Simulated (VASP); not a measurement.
Write the native input for VASP 6.6.1 that does the following.

| Property | Result |
| --- | --- |
| Task | relaxation of shape and atoms at fixed volume |
| Functional | PBE |
| Potentials or basis | VASP PAW PBE potentials, release 64 (Ga_d, Se) |
| Cutoff | 500 eV |
| k mesh | 12 × 12 × 2 |
| Occupations | gaussian, width 0.02 eV |
| Spin | no spin polarisation |
| Dipole correction | no |
| Further INCAR settings | ALGO = Normal; EDIFF = 1e-07; IBRION = 2; EDIFFG = -0.01; NSW = 50; ISIF = 4 |

The structure of GaSe lies in POSCAR:

```
GaSe
1.0
    3.7765317595      0.0000000000      0.0000000000
   -1.8882658797      3.2705724419      0.0000000000
    0.0000000000      0.0000000000     18.0291602111
Ga Se
4 4
Direct
    0.3333333333      0.6666666667      0.1822318036
    0.6666666667      0.3333333333      0.6822318036
    0.3333333333      0.6666666667      0.3177681964
    0.6666666667      0.3333333333      0.8177681964
    0.3333333333      0.6666666667      0.6178939499
    0.6666666667      0.3333333333      0.1178939499
    0.3333333333      0.6666666667      0.8821060501
    0.6666666667      0.3333333333      0.3821060501
```

The input as run:

INCAR

```
SYSTEM = GaSe
ALGO     = Normal         ! electronic algorithm
EDIFF    = 1E-7           ! SCF threshold, eV
EDIFFG   = -0.01          ! ionic threshold
ENCUT    = 500            ! plane-wave cutoff, eV
GGA      = PE             ! functional
GGA_COMPAT= .False.      
IBRION   = 2              ! ionic algorithm
ISIF     = 4              ! what is computed and relaxed
ISMEAR   = 0              ! smearing method
LASPH    = .True.         ! aspherical terms in the spheres
LCHARG   = .False.        ! write CHGCAR
LREAL    = .False.        ! projectors in reciprocal space
LWAVE    = .False.        ! write WAVECAR
NELM     = 120            ! most SCF steps
NELMIN   = 4            
NSW      = 50             ! ionic steps
PREC     = Accurate       ! precision mode
SIGMA    = 0.02           ! smearing width, eV
```

KPOINTS

```
k-points
0
Gamma
  12 12 2
  0 0 0
```

Potentials or basis: VASP PAW PBE potentials, release 64 (Ga_d, Se).

Command:

```console
$ cat potpaw_PBE.64/Ga_d/POTCAR potpaw_PBE.64/Se/POTCAR > POTCAR
$ mpirun -np 1 vasp_std > vasp.out
```

It gave:

```yaml
Energy_gained_by_relaxing: 4.3 meV/atom
Ionic_steps: 10
Pressure_after_relaxing: 0.1 GPa
Largest_force_after_relaxing: 0.010 eV/Å
Band_gap_on_the_k_mesh: 1.21 eV
```

Caveat: this functional lacks dispersion, which binds layers or chains, so the pressure and a relaxed spacing across them are unreliable.

It took 21 min on 1 thread of Intel(R) Xeon(R) 6975P-C (Granite Rapids), on a shared host, peak memory 0.52 GiB.
